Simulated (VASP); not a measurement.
Input of a VASP 6.6.1 run:

The input INCAR:

```
SYSTEM = Yb
PREC     = Accurate       ! precision mode
ENCUT    = 520            ! plane-wave cutoff, eV
EDIFF    = 1E-6           ! SCF threshold, eV
ISMEAR   = -1             ! smearing method
SIGMA    = 0.05           ! smearing width, eV
LREAL    = .FALSE.        ! projectors in reciprocal space
LASPH    = .TRUE.         ! aspherical terms in the spheres
NELM     = 150            ! most SCF steps
ALGO     = Normal         ! electronic algorithm
ISIF     = 2              ! what is computed and relaxed
LWAVE    = .FALSE.        ! write WAVECAR
LCHARG   = .FALSE.        ! write CHGCAR
ISPIN    = 2              ! spin polarisation
MAGMOM   = 1              ! initial moments
LORBIT   = 11             ! projections on sites
LMAXMIX  = 6              ! l up to which the mixer works
GGA      = CA             ! functional
NBANDS   = 22             ! bands
```

Contents of KPOINTS:

```
regular mesh
0
G
  9 9 9
  0 0 0
```

POSCAR

```
Yb
1.0
   -2.1657316470      2.1657316470      2.1657316470
    2.1657316470     -2.1657316470      2.1657316470
    2.1657316470      2.1657316470     -2.1657316470
Yb
1
Direct
    0.0000000000      0.0000000000      0.0000000000
```

Potentials or basis: VASP PAW PBE potentials, release 64 (Yb).

The run is started by

```bash
$ cat potpaw_PBE.64/Yb/POTCAR > POTCAR
$ mpirun -np 1 vasp_std > vasp.out
```

Question: Estimate the band gap on the k mesh.

Answer: Zero (filled and empty bands overlap).

Question: Estimate the net moment.

Answer: 0.00 μB per cell.

Caveat: the cell stands under tension; spin-orbit coupling is left out, which moves the levels of the heavy elements. The state reached can hang on the start; a lower one may exist.
